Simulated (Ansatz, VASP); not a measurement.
SiC in VASP and in Ansatz

```
Si C
1.0
     0.00000    2.17805    2.17805
     2.17805    0.00000    2.17805
     2.17805    2.17805    0.00000
Si C
1 1
Direct
  0.25000 0.25000 0.25000
  0.00000 0.00000 0.00000
```

Alike in both runs: task single point; functional PBEsol; dispersion D4; k mesh 8 × 8 × 8; no spin polarisation.

|  | VASP | Ansatz |
| --- | --- | --- |
| version | VASP 6.6.1 | Ansatz 0.2.0 |
| potentials or method | VASP PAW PBE potentials, release 64 (Si, C) | plane waves |
| plane-wave cutoff (eV) | 600 | 420 |
| occupations | gaussian, width 0.01 eV | fixed |
| valence electrons in the cell | 8 | 8 |

Ansatz gave:

- gap on the k mesh at the Fermi level (eV): 1.24
- pressure (GPa): -2.3

Question: Estimate VASP's values.

Answer: gap on the k mesh at the Fermi level (eV): 1.23; pressure (GPa): -2.1.

VASP's potentials were made for PBE, not for PBEsol.
